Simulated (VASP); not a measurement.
HgTe:

```
Hg Te
1.0
     2.99252   -3.46693    0.00000
     2.99252    3.46693    0.00000
     0.00000    0.00000    5.79816
Hg Te
2 2
Direct
  0.65695 0.34305 0.25000
  0.34305 0.65695 0.75000
  0.21519 0.78481 0.25000
  0.78481 0.21519 0.75000
```

- Program: VASP 6.6.1
- Task: relaxation of cell and atoms
- Functional: PBEsol
- Dispersion: D4
- Potentials or basis: VASP PAW PBE potentials, release 64 (Hg, Te)
- Cutoff: 600 eV
- k mesh: 6 × 6 × 5
- Occupations: fermi-dirac, width 0.05 eV
- Spin: no spin polarisation

At the start: pressure -4.5 GPa; volume 30.08 Å³/atom.

Problem. How do energy, volume and symmetry change on relaxing?

Solution. Over 45 steps the energy falls by 96.6 meV/atom and the volume is 26.41 Å³/atom (-12.2 %); space group I4/mmm (No. 139, to 0.05 Å).

Step by step:
```
step  energy change (eV)  largest force (eV/Å)  pressure (GPa)  volume (Å³)
   1              0.0000                0.1915           -4.53       120.31
   3             -0.1732                0.1076           -0.07       109.43
   5             -0.1839                0.1460            0.09       108.18
   7             -0.1969                0.0744           -0.47       108.10
   9             -0.1986                0.0392           -0.76       108.04
  11             -0.2030                0.0253            0.01       106.27
  13             -0.2058                0.0351            0.17       105.86
  15             -0.2079                0.0579            0.40       105.22
  17             -0.2116                0.0871            0.32       105.17
  19             -0.2254                0.2079            0.33       104.85
  21             -0.2332                0.2387            0.18       105.06
  23             -0.2472                0.2288           -0.13       105.34
  25             -0.2577                0.2008           -0.55       105.84
  27             -0.2675                0.1532            0.69       103.90
  29             -0.2839                0.1447            0.58       104.17
  31             -0.3079                0.2096            0.30       105.37
  33             -0.3267                0.1976           -0.11       106.02
  35             -0.3531                0.1712           -1.71       108.93
  37             -0.3732                0.1693           -0.64       106.92
  39             -0.3817                0.1520            0.22       105.35
  41             -0.3857                0.0350           -0.11       105.81
  43             -0.3862                0.0029            0.10       105.47
  45             -0.3863                0.0011            0.01       105.64
```

Final structure:
```
Hg Te
1.0
     2.95741   -2.95787    0.00000
     2.95741    2.95787    0.00000
     0.00000    0.00000    6.03822
Hg Te
2 2
Cartesian
  2.9574 -1.4808 1.5096
  2.9574 1.4808 4.5287
  2.9574 1.4775 1.5096
  2.9574 -1.4775 4.5287
```

Caveat: the PAW data sets were made with another functional, which shifts forces and pressure a little; pairwise dispersion overbinds metals, which lowers pressure and volume.
